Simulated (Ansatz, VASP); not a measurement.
Two plane-wave programs on Nb

```
CELL_PARAMETERS angstrom
-1.66395 1.66395 1.66395
1.66395 -1.66395 1.66395
1.66395 1.66395 -1.66395
ATOMIC_POSITIONS crystal
Nb 0.00000 0.00000 0.00000
```

Alike in both runs: task single point; functional r2SCAN; k mesh 8 × 8 × 8; occupations gaussian, width 0.1 eV; no spin polarisation.

|  | VASP | Ansatz |
| --- | --- | --- |
| version | VASP 6.6.1 | Ansatz 0.2.0 |
| potentials or method | VASP PAW PBE potentials, release 64 (Nb_sv), cutoff 550 eV | scalar-relativistic, plane waves, PAW |
| valence electrons in the cell | 13 | 13 |

```tsv
	VASP	Ansatz	Ansatz less VASP
gap on the k mesh at the Fermi level (eV)	none	none	-
pressure (GPa)	-3.8	-3.6	+0.20
```

VASP's potentials were made for PBE, not for r2SCAN. A gap of «none» marks a metal or a gap that the smearing closes. With one functional, cell and mesh, what is left measures potentials, basis and numerics.
